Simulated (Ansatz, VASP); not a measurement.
## TiSi16: VASP beside Ansatz

```
Si Ti
1.0
     0.00000    5.43000    5.43000
     5.43000    0.00000    5.43000
     5.43000    5.43000    0.00000
Si Ti
16 1
Direct
  0.00212 0.00332 0.99694
  0.12396 0.12458 0.12442
  0.00166 0.00218 0.49787
  0.12410 0.12479 0.62640
  0.00208 0.49839 0.00634
  0.12459 0.63283 0.12163
  0.00192 0.49862 0.49386
  0.13442 0.61971 0.62337
  0.49768 0.00177 0.00595
  0.63159 0.12512 0.12136
  0.49774 0.00238 0.49372
  0.61905 0.13445 0.62278
  0.49828 0.49917 0.00182
  0.62153 0.62113 0.14122
  0.49627 0.49631 0.50434
  0.62099 0.62182 0.61702
  0.74816 0.74807 0.75210
```

Alike in both runs: functional PBE; k mesh 2 × 2 × 2; occupations gaussian, width 0.02 eV; no spin polarisation.

Ansatz relaxed the structure, and its values are those at the end. VASP's run is a single point on that final structure, the one shown.

```csv
,VASP,Ansatz
version,VASP 6.6.1,Ansatz 0.2.0
potentials or method,"VASP PAW PBE potentials, release 64 (Si, Ti_sv), cutoff 520 eV","scalar-relativistic, plane waves, PAW"
valence electrons in the cell,76,76
```

|  | VASP | Ansatz | Ansatz less VASP |
| --- | --- | --- | --- |
| rms of the force components (eV/Å) | 0.007 | 0.007 | -0.0003 |

The k mesh is coarse, so the values compare programs but aren't converged.
